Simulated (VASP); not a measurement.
Write the native input for VASP 6.6.1 that does the following.

```
Task                   : single point
Functional             : PBE
Potentials or basis    : VASP PAW PBE potentials, release 64 (Ba_sv, Hf_pv, O)
Cutoff                 : 520 eV
k mesh                 : 3 × 3 × 3
Occupations            : gaussian, width 0.2 eV
Spin                   : no spin polarisation
Dipole correction      : no
Further INCAR settings : ALGO = Normal; EDIFF = 1e-07; NBANDS = 46
```

The structure of Ba5HfO2 lies in POSCAR:

```
Ba5HfO2
1.0
    4.0838524378      2.3578133043      6.2160539976
   -4.0838524378      2.3578133043      6.2160539976
    0.0000000000     -4.7156266086      6.2160539976
Ba Hf O
5 1 2
Direct
    0.5000000000      0.5000000000      0.0000000000
    0.0000000000      0.5000000000      0.5000000000
    0.5000000000      0.0000000000      0.5000000000
    0.8747650246      0.8747650246      0.8747650246
    0.1252349754      0.1252349754      0.1252349754
    0.5000000000      0.5000000000      0.5000000000
    0.6063927155      0.6063927155      0.6063927155
    0.3936072845      0.3936072845      0.3936072845
```

One way to write it, as run:

INCAR

```
ALGO = Normal
EDIFF = 1E-7
ENCUT = 520
GGA = PE
ISIF = 2
ISMEAR = 0
LASPH = T
LCHARG = T
LELF = T
LREAL = F
LVHAR = T
LWAVE = F
NBANDS = 46
NELM = 80
PREC = Accurate
SIGMA = 0.2
```

KPOINTS

```
k-points
0
Gamma
  3 3 3
```

Potentials or basis: VASP PAW PBE potentials, release 64 (Ba_sv, Hf_pv, O).

Run with:

```sh
$ cat potpaw_PBE.64/Ba_sv/POTCAR potpaw_PBE.64/Hf_pv/POTCAR potpaw_PBE.64/O/POTCAR > POTCAR
$ mpirun -np 1 vasp_std > vasp.out
```

Results of the run:

```
Pressure               : 0.3 GPa
Largest force          : 0.363 eV/Å
Band gap on the k mesh : zero (bands 36 and 37 overlap by 0.20 eV)
```

Caveat: spin-orbit coupling is left out, which moves the levels of the heavy elements.

It took 2 min on 1 thread of Intel(R) Xeon(R) 6975P-C (Granite Rapids), on a shared host, peak memory 0.54 GiB.
